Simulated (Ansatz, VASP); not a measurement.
**Two plane-wave programs on HfO2**

```
CELL_PARAMETERS angstrom
5.15010 0.00000 0.00000
0.00000 5.18520 0.00000
-0.83085 0.00000 5.27679
ATOMIC_POSITIONS crystal
Hf 0.28000 0.04920 0.21700
Hf 0.72000 0.54920 0.28300
Hf 0.72000 0.95080 0.78300
Hf 0.28000 0.45080 0.71700
O 0.06930 0.32650 0.34290
O 0.93070 0.82650 0.15710
O 0.93070 0.67350 0.65710
O 0.06930 0.17350 0.84290
O 0.46070 0.74890 0.48880
O 0.53930 0.24890 0.01120
O 0.53930 0.25110 0.51120
O 0.46070 0.75110 0.98880
```

Alike in both runs: task single point; functional PBE; k mesh 4 × 4 × 4; occupations fermi-dirac, width 0.0005 eV; no spin polarisation.

|  | VASP | Ansatz |
| --- | --- | --- |
| version | VASP 6.6.1 | Ansatz 0.2.0 |
| potentials or method | VASP PAW PBE potentials, release 64 (Hf_pv, O), cutoff 520 eV | PAW, plane waves, scalar-relativistic |
| valence electrons in the cell | 88 | 152 |

```tsv
	VASP	Ansatz	Ansatz less VASP
pressure (GPa)	-0.1	3.0	+3.03
traceless stress, the component that is largest in VASP (GPa)	-2.88	-2.88	-0.005
rms of the force components (eV/Å)	0.703	0.714	+0.0108
```

Atom by atom the forces differ by 0.036 eV/Å (rms over components). The functional is the same, so the differences come from potentials, cutoffs and numerics. VASP's potentials hold 88 valence electrons a cell and Ansatz's 152, so a difference there can come from the potentials and not from the codes.

Spin-orbit coupling is off throughout.
